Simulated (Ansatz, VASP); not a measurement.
ZnO: VASP beside Ansatz

```
Zn O
1.0
     3.24931    0.00000    0.00000
    -1.62465    2.81398    0.00000
     0.00000    0.00000    5.20571
Zn O
2 2
Cartesian
  1.6247 0.9380 0.0000
  0.0000 1.8760 2.6029
  0.0000 1.8760 4.5759
  1.6247 0.9380 1.9730
```

Alike in both runs: task single point; functional PBE; k mesh 16 × 16 × 9; occupations fermi-dirac, width 0.05 eV; no spin polarisation.

|  | VASP | Ansatz |
| --- | --- | --- |
| version | VASP 6.6.1 | Ansatz 0.2.0 |
| potentials or method | VASP PAW PBE potentials, release 64 (Zn, O) | Ansatz PAW |
| plane-wave cutoff (eV) | 520 | 420 |
| valence electrons in the cell | 36 | 36 |

Ansatz gave:

* gap on the k mesh at the Fermi level (eV): 0.80
* least direct gap on the mesh (eV): 0.80
* pressure (GPa): 4.9
* traceless stress, the component that is largest in VASP (GPa): 1.14
* rms of the force components (eV/Å): 0.040

Task: What did VASP give for the same quantities?

Result: gap on the k mesh at the Fermi level (eV): 0.79; least direct gap on the mesh (eV): 0.79; pressure (GPa): 6.0; traceless stress, the component that is largest in VASP (GPa): 1.18; rms of the force components (eV/Å): 0.043.

Atom by atom the forces differ by 0.002 eV/Å (rms over components). With one functional, cell and mesh, what is left measures potentials, basis and numerics.

Noted on Ansatz's run: odd divisions of the mesh miss points on the zone boundary, where band edges often lie, so the gap on the mesh can be too wide.
